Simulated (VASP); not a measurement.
Here is a VASP 6.6.1 calculation.

Contents of INCAR:

```
SYSTEM = BeS
PREC = Accurate ; ENCUT = 600
EDIFF = 1E-7 ; ISMEAR = 0
SIGMA = 0.02 ; LREAL = .FALSE.
LASPH = .TRUE. ; NELM = 120
ALGO = Normal ; ISIF = 3
LWAVE = .FALSE. ; LCHARG = .FALSE.
GGA = PS ; IBRION = 2
NSW = 100 ; EDIFFG = -0.002
GGA_COMPAT = .FALSE. ; NELMIN = 4
```

File KPOINTS:

```
regular mesh
0
G
  8 8 8
  0 0 0
```

Contents of POSCAR:

```
BeS
1.0
    0.0000000000      2.4200000000      2.4200000000
    2.4200000000      0.0000000000      2.4200000000
    2.4200000000      2.4200000000      0.0000000000
Be S
1 1
Direct
    0.0000000000      0.0000000000      0.0000000000
    0.2500000000      0.2500000000      0.2500000000
```

Potentials or basis: VASP PAW PBE potentials, release 64 (Be, S).

Command:

```console
$ cat potpaw_PBE.64/Be/POTCAR potpaw_PBE.64/S/POTCAR > POTCAR
$ mpirun -np 1 vasp_std > vasp.out
```

(1) Estimate the relaxed volume.

(2) Predict the band gap on the k mesh.

## Answers

(1) 14.19 Å³/atom.

(2) 2.92 eV, indirect (least direct gap 5.61 eV).

Caveat: the PAW data sets were made with another functional, which shifts forces and pressure a little.
